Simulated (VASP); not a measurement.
# Ti9Si in VASP: a series of runs

Runs on Ti9Si. Level: PBE+D3(BJ). Tasks: single point.

All numbers are computed with VASP 6.6.1; they aren't measurements. Logs are shortened: lines on timing, memory, paths and dates and some standing lists are left out, and cuts for length are marked.

**1. The cell of the first run**

The cell holds a slab with vacuum, 10 atoms: a = 4.495 Å, b = 5.288 Å, c = 22.413 Å, α = 90.00°, β = 90.00°, γ = 115.15°.

**2. Single point, PBE+D3(BJ)**

INCAR reads:

```
  PREC = Accurate
  ENCUT = 520
  EDIFF = 1E-7
  ISMEAR = 0
  SIGMA = 0.1
  LREAL = F
  LASPH = T
  NELM = 100
  ALGO = Normal
  ISIF = 2
  LWAVE = F
  LCHARG = F
  LDIPOL = T
  IDIPOL = 3
  DIPOL = 0.5 0.5 0.321
  GGA = PE
  IVDW = 12
  NBANDS = 67
```

KPOINTS reads:

```
Automatic mesh
0
Gamma
  7 6 1
```

POSCAR reads:

```
Ti9Si
1.0
    4.4945043382      0.0000000000      0.0000000000
   -2.2472521691      4.7862921018      0.0000000000
    0.0000000000      0.0000000000     22.4132660637
Ti Si
9 1
Direct
    0.5255594000      0.0511188000      0.1784657349
    0.8306712800      0.6613425600      0.1953093904
    0.1357831600      0.2715663200      0.2121530459
    0.3562306800      0.7124613600      0.2795276677
    0.6645445056      0.3290253357      0.2959575213
    0.9709277949      0.9415834331      0.3131009545
    0.1918593660      0.3842771862      0.3807438705
    0.5022405383      0.0046866772      0.3942145273
    0.8055868414      0.6113259178      0.4155247181
    1.5555868414      1.3613259178      0.5404507326
```

Potentials or basis: VASP PAW PBE potentials, release 64 (Ti_sv, Si).

Launch:

```sh
$ cat potpaw_PBE.64/Ti_sv/POTCAR potpaw_PBE.64/Si/POTCAR > POTCAR
$ mpirun -np 1 vasp_std > vasp.out
```

OUTCAR:

```text
PREC = Accurate
   ENCUT = 520
   EDIFF = 1E-7
   ISMEAR = 0
   LREAL = F
   LASPH = T
   NELM = 100
   ISIF = 2
   GGA = PE
   IVDW = 12
 IVDW          = 12

 ion  position               nearest neighbor table
   1  0.526  0.051  0.178-   3 2.59   3 2.59   4 2.79
   2  0.831  0.661  0.195-   5 2.76
   3  0.136  0.272  0.212-   4 2.59   1 2.59   1 2.59   6 2.76
   4  0.356  0.712  0.280-   3 2.59   6 2.61   6 2.61   7 2.76   1 2.79
   5  0.665  0.329  0.296-   8 2.69   2 2.76
   6  0.971  0.942  0.313-   7 2.61   4 2.61   4 2.61   3 2.76   9 2.79   8 2.91   8 2.91
   7  0.192  0.384  0.381-   6 2.61   9 2.61   9 2.62   4 2.76   8 2.90   8 2.91
   8  0.502  0.005  0.394-   5 2.69   7 2.90   6 2.91   7 2.91   6 2.91
   9  0.806  0.611  0.416-   7 2.61   7 2.62   6 2.79
  10  0.556  0.361  0.540-

  LATTYP: Found a base centered orthorhombic cell.
 ALAT       =     4.4945043382
 B/A-ratio  =     2.1298420211
 C/A-ratio  =     4.9868159817

  Lattice vectors:

 A1 = (   2.2472521691,  -4.7862921018,   0.0000000000)
 A2 = (   2.2472521691,   4.7862921018,   0.0000000000)
 A3 = (   0.0000000000,   0.0000000000,  22.4132660637)

Analysis of symmetry for initial positions (statically):
=====================================================================
 Subroutine PRICEL returns:
 Original cell was already a primitive cell.

 Routine SETGRP: Setting up the symmetry group for a
 base centered orthorhombic supercell.

 Subroutine GETGRP returns: Found  1 space group operations
 (whereof  1 operations were pure point group operations)
 out of a pool of  8 trial point group operations.

The static configuration has the point symmetry C_1 .

Analysis of symmetry for dynamics (positions and initial velocities):
=====================================================================
 Subroutine PRICEL returns:
 Original cell was already a primitive cell.

 Routine SETGRP: Setting up the symmetry group for a
 base centered orthorhombic supercell.

 Subroutine GETGRP returns: Found  1 space group operations
 (whereof  1 operations were pure point group operations)
 out of a pool of  8 trial point group operations.

The dynamic configuration has the point symmetry C_1 .

 Subroutine INISYM returns: Found  1 space group operations
 (whereof  1 operations are pure point group operations),
 and found     1 'primitive' translations

----------------------------------------------------------------------------------------

                                     Primitive cell

  volume of cell :     482.1544

  direct lattice vectors                    reciprocal lattice vectors
     4.494504338  0.000000000  0.000000000     0.222493945  0.104464999  0.000000000
    -2.247252169  4.786292102  0.000000000     0.000000000  0.208929998  0.000000000
     0.000000000  0.000000000 22.413266064     0.000000000  0.000000000  0.044616434

  length of vectors
     4.494504338  5.287601951 22.413266064     0.245797664  0.208929998  0.044616434

  position of ions in fractional coordinates (direct lattice)
     0.525559400  0.051118800  0.178465735
     0.830671280  0.661342560  0.195309390
     0.135783160  0.271566320  0.212153046
     0.356230680  0.712461360  0.279527668
     0.664544506  0.329025336  0.295957521
     0.970927795  0.941583433  0.313100955
     0.191859366  0.384277186  0.380743870
     0.502240538  0.004686677  0.394214527
     0.805586841  0.611325918  0.415524718
     0.555586841  0.361325918  0.540450733

  ion indices of the primitive-cell ions
   primitive index   ion index
                 1           1
                 2           2
                 3           3
                 4           4
                 5           5
                 6           6
                 7           7
                 8           8
                 9           9
                10          10

----------------------------------------------------------------------------------------

 KPOINTS: Automatic mesh

[... 31 lines left out ...]
|                                                                             |
|     Results are often still useful ...                                      |
|                                                                             |
 -----------------------------------------------------------------------------

 WARNING: IBZKPT: internal override: KBLOWUP is changed to .FALSE.
      ... skipping the blow-up phase ...

 Subroutine IBZKPT returns following result:
 ===========================================

 Found     22 irreducible k-points:

 Following reciprocal coordinates:
            Coordinates               Weight
  0.000000  0.000000  0.000000      1.000000
  0.142857  0.000000  0.000000      2.000000
  0.285714  0.000000  0.000000      2.000000
  0.428571  0.000000  0.000000      2.000000
  0.000000  0.166667  0.000000      2.000000
  0.142857  0.166667  0.000000      2.000000
[... 14 lines left out ...]
  0.285714  0.500000  0.000000      2.000000
  0.428571  0.500000  0.000000      2.000000
   k-points           NKPTS =     22   k-points in BZ     NKDIM =     22   number of bands    NBANDS=     67
   number of dos      NEDOS =    301   number of ions     NIONS =     10
   total plane-waves  NPLWV = 241920
   dimension x,y,z NGX =    36 NGY =   40 NGZ =  168
   dimension x,y,z NGXF=    72 NGYF=   80 NGZF=  336
   ions per type =               9   1
   NGX,Y,Z   is equivalent  to a cutoff of  13.32, 12.58, 12.46 a.u.
   NGXF,Y,Z  is equivalent  to a cutoff of  26.63, 25.15, 24.92 a.u.
 SYSTEM =  unknown system
   PREC   = accura    normal or accurate (medium, high low for compatibility)
   ISTART =      0    job   : 0-new  1-cont  2-samecut
   ICHARG =      2    charge: 1-file 2-atom 10-const
   ISPIN  =      1    spin polarized calculation?
   LNONCOLLINEAR =      F non collinear calculations
   LSORBIT =      F    spin-orbit coupling
   LASPH  =      T    aspherical Exc in radial PAW
   ENCUT  =  520.0 eV  38.22 Ry    6.18 a.u.   8.36  9.83 41.67*2*pi/ulx,y,z
   NELM   =    100;   NELMIN=  2; NELMDL= -5     # of ELM steps
   EDIFF  = 0.1E-06   stopping-criterion for ELM
   LREAL  =      F    real-space projection
   EDIFFG = 0.1E-05   stopping-criterion for IOM
   NSW    =      0    number of steps for IOM
   IBRION =     -1    ionic relax: 0-MD 1-quasi-New 2-CG
   NFREE  =      0    steps in history (QN), initial steepest desc. (CG)
   ISIF   =      2    stress and relaxation
   ISYM   =      2    0-nonsym 1-usesym 2-fastsym
   POTIM  = 0.5000    time-step for ionic-motion
   TEBEG  =    0.0;   TEEND  =   0.0 temperature during run
   PSTRESS=    0.0 pullay stress
   NELECT =     112.0000    total number of electrons
   NUPDOWN=      -1.0000    fix difference up-down
   EMIN   =  10.00;   EMAX   =-10.00  energy-range for DOS
   EFERMI =   0.00;   METHOD = LEGACY
   ISMEAR =     0;   SIGMA  =   0.10  broadening in eV -4-tet -1-fermi 0-gaus
   EFERMI_NEDOS =   21; number of points for ismear=-14 and -15
   IALGO  =     38    algorithm
   IMIX   =      4    mixing-type and parameters
     AMIX     =   0.40;   BMIX     =  1.00
     AMIX_MAG =   1.60;   BMIX_MAG =  1.00
  volume/ion in A,a.u.               =      48.22       325.37
  Fermi-wavevector in a.u.,A,eV,Ry     =   1.006357  1.901739 13.779363  1.012755
  Thomas-Fermi vector in A             =   2.139094
   LORBIT       =      0    0 simple, 1 ext, 2 COOP (PROOUT), +10 PAW based schemes
   GGA     = PE    functional components
   LHFCALC =     F    Hartree Fock is set to
   AEXX    =    0.0000 exact exchange contribution
   IVDW    =    12    specifies the selected vdW correction
   LEPSILON=     F    determine dielectric tensor
   LRPA    =     F    only Hartree local field effects (RPA)
 non-spin polarized calculation
 Gauss-broadening in eV      SIGMA  =   0.10
  energy-cutoff  :      520.00
  volume of cell :      482.15
 maximum number of plane-waves:     13031
 NGX is ok and might be reduce to    36
   NGX = 17   NGY = 19   NGZ = 83

 dipolmoment           0.000000      0.000000     -0.001220 electrons x Angstroem

 number of electron     112.0000010 magnetization

 dipolmoment           0.000000      0.000000      0.077694 electrons x Angstroem

 Free energy of the ion-electron system (eV)
  ---------------------------------------------------
  ext. energy  EPLUGINS =         0.00000000
  ---------------------------------------------------
  free energy    TOTEN  =       -68.36495444 eV

  energy without entropy =      -68.28417565  energy(sigma->0) =      -68.32456505

 E-fermi :   0.2498     XC(G=0):  -5.2276

 val. band max:        0.2388586038   @ k =   0.1429   0.1667   0.0000
 cond. band min:       0.2560415062   @ k =   0.4286   0.3333   0.0000
 fundamental gap:      0.0171829024
 Fermi energy:         0.2498427932

 k-point     1 :       0.0000    0.0000    0.0000
  band No.  band energies     occupation
      1     -56.6314      2.00000
      2     -56.6176      2.00000
      3     -56.5379      2.00000
      4     -56.4979      2.00000
      5     -56.3833      2.00000
      6     -56.2820      2.00000
[... 1529 lines left out ...]
     66       1.1427      0.00000
     67       1.3103      0.00000

------------------------ aborting loop because EDIFF is reached ----------------------------------------

 vacuum level on the upper side and lower side of the slab       (xc-potential included)         0.162        -0.439

 Edisp (eV)   -4.14475

 E8    (eV) :    -2.0277

  FORCE on cell =-STRESS in cart. coord.  units (eV):
  Direction    XX          YY          ZZ          XY          YZ          ZX
  --------------------------------------------------------------------------------------
  -------------------------------------------------------------------------------------
  Total      -6.84607    -6.99245    -7.09454     0.15187     0.37777    -0.03932
  in kB     -22.74918   -23.23560   -23.57484     0.50466     1.25533    -0.13065
  external pressure =      -23.19 kB  Pullay stress =        0.00 kB

 VOLUME and BASIS-vectors are now :
 -----------------------------------------------------------------------------
  energy-cutoff  :      520.00
  volume of cell :      482.15
      direct lattice vectors                 reciprocal lattice vectors
     4.494504338  0.000000000  0.000000000     0.222493945  0.104464999  0.000000000
    -2.247252169  4.786292102  0.000000000     0.000000000  0.208929998  0.000000000
     0.000000000  0.000000000 22.413266064     0.000000000  0.000000000  0.044616434

 POSITION                                       TOTAL-FORCE (eV/Angst)
 -----------------------------------------------------------------------------------
      2.24725      0.24467      4.00000         0.005144     -0.026267     -0.059288
      2.24725      3.16538      4.37752        -0.005868     -0.264868      0.381422
      0.00000      1.29980      4.75504         0.001080      0.113370     -0.124658
      0.00000      3.41005      6.26513         0.005312      0.255560     -0.132867
      2.24740      1.57481      6.63337        -0.044110      0.071042     -0.060558
      2.24786      4.50669      7.01761        -0.010961     -0.119287      0.018932
     -0.00125      1.83926      8.53371         0.161568     -0.089165      0.668980
      2.24679      0.02243      8.83564         0.000510      0.080464      0.818832
      2.24691      2.92598      9.31327        -0.098507     -0.060828      0.496152
      1.68510      1.72941     12.11327        -0.014168      0.039977     -2.006946
 -----------------------------------------------------------------------------------
    total drift:                                0.001272      0.000083      0.000274

  FREE ENERGIE OF THE ION-ELECTRON SYSTEM (eV)
  ---------------------------------------------------
  free  energy   TOTEN  =       -72.5097038914 eV

  energy  without entropy=      -72.4289251009  energy(sigma->0) =      -72.46931450

 vacuum level on the upper side and lower side of the slab         4.819         4.202
```

It took 27 min on 1 thread of Intel Xeon 6975P-C (Granite Rapids), shared host; peak memory 0.81 GiB.

Results:

```
Free energy                : -72.5097 eV
Largest force              : 2.007 eV/Å
Band gap on the k mesh     : zero (bands 56 and 57 overlap by 0.18 eV)
Dispersion energy per atom : -0.414 eV
```

Forces in eV/Å, atoms in the order of the input:
```
Ti   0.005 -0.026 -0.059
Ti  -0.006 -0.265  0.381
Ti   0.001  0.113 -0.125
Ti   0.005  0.256 -0.133
Ti  -0.044  0.071 -0.061
Ti  -0.011 -0.119  0.019
Ti   0.162 -0.089  0.669
Ti   0.001  0.080  0.819
Ti  -0.099 -0.061  0.496
Si  -0.014  0.040 -2.007
```

**3. Single point, PBE+D3(BJ)**

INCAR reads:

```
SYSTEM = Ti9Si
ALGO = Normal ; DIPOL = 0.5 0.5 0.321
EDIFF = 1E-7 ; ENCUT = 520
GGA = PE ; IDIPOL = 3
ISIF = 2 ; ISMEAR = 0
IVDW = 12 ; LASPH = .True.
LCHARG = .False. ; LDIPOL = .True.
LREAL = .False. ; LWAVE = .False.
NBANDS = 67 ; NELM = 100
PREC = Accurate ; SIGMA = 0.1
```

KPOINTS reads:

```
k-points
0
Gamma
  7 6 1
  0 0 0
```

POSCAR, as its differences from that of step 2:

```diff
@@ -17,2 +17,2 @@
     0.8055868414      0.6113259178      0.4155247181
-    1.5555868414      1.3613259178      0.5404507326
+    0.8055868414      1.3613259178      0.5404507326
```

Potentials or basis: VASP PAW PBE potentials, release 64 (Ti_sv, Si).

Launch:

```sh
$ cat potpaw_PBE.64/Ti_sv/POTCAR potpaw_PBE.64/Si/POTCAR > POTCAR
$ mpirun -np 1 vasp_std > vasp.out
```

Wall time 27 min (1 thread of Intel Xeon 6975P-C (Granite Rapids), shared host); peak memory 0.81 GiB.

Results (log left out):

- Free energy: -72.5108 eV
- Largest force: 2.009 eV/Å
- Band gap on the k mesh: zero (bands 56 and 57 overlap by 0.14 eV)
- Dispersion energy per atom: -0.414 eV

Forces in eV/Å, atoms in the order of the input:
```
Ti  -0.009 -0.024 -0.058
Ti   0.003 -0.268  0.382
Ti   0.002  0.116 -0.126
Ti   0.004  0.254 -0.134
Ti   0.035  0.071 -0.060
Ti   0.012 -0.118  0.021
Ti  -0.153 -0.093  0.667
Ti   0.000  0.083  0.819
Ti   0.092 -0.059  0.497
Si   0.014  0.040 -2.008
```

Levels at points of the mesh, in eV from the Fermi level:
| k point | band 54 | band 55 | band 56 | band 57 | band 58 | band 59 |
| --- | --- | --- | --- | --- | --- | --- |
| (0.00, 0.00, 0.00) | -0.07 | 0.03 | 0.13 | 0.22 | 0.33 | 0.42 |
| (0.00, 0.50, 0.00) | -0.46 | -0.37 | -0.22 | 0.02 | 0.10 | 0.64 |
